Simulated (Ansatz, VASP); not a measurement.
## One calculation of Sn2Bi, two programs

```
Sn Bi
1.0
    -3.52700    3.52700    3.14278
     3.52700   -3.52700    3.14278
     3.52700    3.52700   -3.14278
Sn Bi
4 2
Direct
  0.66500 0.16500 0.83000
  0.16500 0.33500 0.50000
  0.33500 0.83500 0.17000
  0.83500 0.66500 0.50000
  0.25000 0.25000 0.00000
  0.75000 0.75000 0.00000
```

Alike in both runs: task single point; functional r2SCAN; k mesh 4 × 4 × 4; no spin polarisation.

|  | VASP | Ansatz |
| --- | --- | --- |
| version | VASP 6.6.1 | Ansatz 0.2.0 |
| potentials or method | VASP PAW PBE potentials, release 64 (Sn_d, Bi_d), cutoff 520 eV | PAW plane waves |
| occupations | fermi-dirac, width 0.1 eV | fermi-dirac |
| valence electrons in the cell | 86 | 86 |

```tsv
	VASP	Ansatz	Ansatz less VASP
gap on the k mesh at the Fermi level (eV)	none	none	-
pressure (GPa)	14.1	14.1	-0.04
traceless stress, the component that is largest in VASP (GPa)	-0.05	-0.06	-0.017
rms of the force components (eV/Å)	0.492	0.489	-0.0029
```

VASP's potentials were made for PBE, not for r2SCAN. Atom by atom the forces differ by 0.003 eV/Å (rms over components). A gap of «none» marks a metal or a gap that the smearing closes.

Neither program's run includes spin-orbit coupling.
